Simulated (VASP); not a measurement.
## Co: relaxation of cell and atoms with PBE

Co:

```xyz
1
Lattice="-1.4023 1.4023 1.4023 1.4023 -1.4023 1.4023 1.4023 1.4023 -1.4023" Properties=species:S:1:pos:R:3 pbc="T T T"
Co    0.0000    0.0000    0.0000
```

This isn't the form of Co at room conditions, which is hcp.

- Program: VASP 6.6.1
- Task: relaxation of cell and atoms
- Functional: PBE
- Potentials or basis: VASP PAW PBE potentials, release 64 (Co)
- Cutoff: 600 eV
- k mesh: 28 × 28 × 28
- Occupations: gaussian, width 0.1 eV
- Spin: collinear spin, ferromagnetic start
- Starting moments: [2.06] μB
- Dipole correction: no
- Further INCAR settings: ALGO = Normal; EDIFF = 1e-07; IBRION = 2; EDIFFG = -0.01; NSW = 100; ISIF = 3

| Property | Result |
| --- | --- |
| Relaxed volume | 11.06 Å³/atom |
| Relaxed cell | a = 2.431 Å, b = 2.431 Å, c = 2.431 Å, α = 109.47°, β = 109.47°, γ = 109.47° |
| Space group after relaxing (to 0.1 Å) | Im-3m (No. 229) |
| Energy gained by relaxing | 0.0 meV/atom |
| Ionic steps | 3 |
| Pressure after relaxing | 0.1 GPa |
| Net moment | 1.75 μB per cell |
| Site moments | Co +1.77 μB |
| Valence electrons inside the program's atomic spheres | Co 8.23 |

Final structure:
```yaml
crystal:
  lattice:
    - [-1.40339, 1.40339, 1.40339]
    - [1.40339, -1.40339, 1.40339]
    - [1.40339, 1.40339, -1.40339]
  atoms:
    - { symbol: Co, position: [0.00000, 0.00000, 0.00000] }
```

Levels at points of the mesh, in eV from the Fermi level:
Spin up:
| k point | band 2 | band 3 | band 4 | band 5 | band 6 | band 7 | band 8 | band 9 |
| --- | --- | --- | --- | --- | --- | --- | --- | --- |
| (0.00, 0.00, 0.00) | -3.05 | -3.05 | -3.05 | -1.98 | -1.98 | 25.19 | 25.19 | 25.19 |
| (0.50, 0.00, 0.00) | -4.02 | -1.91 | -1.82 | -0.63 | -0.09 | 6.29 | 18.23 | 19.64 |
| (0.50, 0.50, 0.50) | -5.36 | -0.87 | -0.87 | -0.87 | 9.39 | 9.39 | 9.39 | 15.05 |
Spin down:
| k point | band 1 | band 2 | band 3 | band 4 | band 5 | band 6 | band 7 | band 8 | band 9 |
| --- | --- | --- | --- | --- | --- | --- | --- | --- | --- |
| (0.00, 0.00, 0.00) | -9.13 | -1.49 | -1.49 | -1.49 | 0.33 | 0.33 | 24.95 | 24.95 | 24.95 |
| (0.50, 0.00, 0.00) | -4.41 | -2.62 | -0.10 | 0.20 | 0.54 | 1.17 | 7.32 | 18.23 | 20.00 |
| (0.50, 0.50, 0.50) | -3.79 | -3.79 | 0.91 | 0.91 | 0.91 | 9.50 | 9.50 | 9.50 | 15.81 |

Wall time 3.9 min on 1 thread of Intel(R) Xeon(R) Platinum 8259CL CPU @ 2.50GHz (Skylake/Cascade Lake) (shared host), peak memory 0.25 GiB.
